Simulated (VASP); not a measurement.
Write the native input for VASP 6.6.1 that does the following.

| Item | Value |
| --- | --- |
| Task | single point |
| Functional | LDA |
| Potentials or basis | VASP PAW LDA potentials, release 64 (Nb_sv, P) |
| Cutoff | 520 eV |
| k mesh | 14 × 14 × 4 |
| Occupations | gaussian, width 0.15 eV |
| Spin | no spin polarisation |
| Dipole correction | no |
| Further INCAR settings | ALGO = Normal; EDIFF = 1e-06; NBANDS = 46 |

The structure of NbP lies in POSCAR:

```
NbP
1.0
   -3.3250000000      0.0000000000      0.0000000000
    0.0000000000     -3.3250000000      0.0000000000
    0.0000000000      0.0000000000     11.3800000000
Nb P
4 4
Direct
    0.5000000000      0.5000000000      0.5000000000
    0.0000000000      0.0000000000      0.0000000000
    0.5000000000      0.0000000000      0.7500000000
    0.0000000000      0.5000000000      0.2500000000
    0.5000000000      0.5000000000      0.0000000000
    0.0000000000      0.0000000000      0.5000000000
    0.0000000000      0.5000000000      0.7500000000
    0.5000000000      0.0000000000      0.2500000000
```

One way to write it, as run:

INCAR

```
SYSTEM = NbP
  ALGO = Normal
  EDIFF = 1E-6
  ENCUT = 520
  GGA = CA
  ISIF = 2
  ISMEAR = 0
  LASPH = .True.
  LCHARG = .False.
  LREAL = .False.
  LWAVE = .False.
  NBANDS = 46
  NELM = 60
  PREC = Accurate
  SIGMA = 0.15
```

KPOINTS

```
k-points
0
Gamma
  14 14 4
  0 0 0
```

Potentials or basis: VASP PAW LDA potentials, release 64 (Nb_sv, P).

Command:

```bash
$ cat potpaw_LDA.64/Nb_sv/POTCAR potpaw_LDA.64/P/POTCAR > POTCAR
$ mpirun -np 1 vasp_std > vasp.out
```

It gave:

* Pressure: 10.3 GPa
* Band gap on the k mesh: zero (band 36 reaches 11.82 eV, above the bottom of band 37 at 10.45 eV)

Run time: 9.8 min on 1 thread of Intel(R) Xeon(R) Platinum 8259CL CPU @ 2.50GHz (Skylake/Cascade Lake), with other jobs on the host, peak memory 0.53 GiB.
